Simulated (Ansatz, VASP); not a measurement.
One calculation of Al12H, two programs

```
Al H
1.0
     5.63146    0.00000    0.00000
    -2.81573    4.87699    0.00000
     0.00000    0.00000   21.56843
Al H
12 1
Direct
  0.33333 0.16667 0.18546
  0.33333 0.66667 0.18546
  0.83333 0.16667 0.18546
  0.83333 0.66667 0.18546
  0.16667 0.33333 0.29140
  0.16667 0.83333 0.29140
  0.66667 0.33333 0.29140
  0.66667 0.83333 0.29140
  0.00000 0.00000 0.39727
  0.00000 0.50000 0.39727
  0.50000 0.00000 0.39727
  0.50000 0.50000 0.39727
  0.08333 0.33333 0.53636
```

Alike in both runs: task single point; functional PBE; dispersion D3(BJ); k mesh 6 × 6 × 1; occupations gaussian, width 0.1 eV; no spin polarisation.

|  | VASP | Ansatz |
| --- | --- | --- |
| version | VASP 6.6.1 | Ansatz 0.2.0 |
| potentials or method | VASP PAW PBE potentials, release 64 (Al, H), cutoff 520 eV | scalar-relativistic, plane waves, PAW |
| valence electrons in the cell | 37 | 37 |

```csv
,VASP,Ansatz,Ansatz less VASP
gap on the k mesh at the Fermi level (eV),none,none,-
rms of the force components (eV/Å),0.198,0.198,+0.0001
```

Atom by atom the forces differ by 0.000 eV/Å (rms over components). A gap of «none» marks a metal or a gap that the smearing closes.
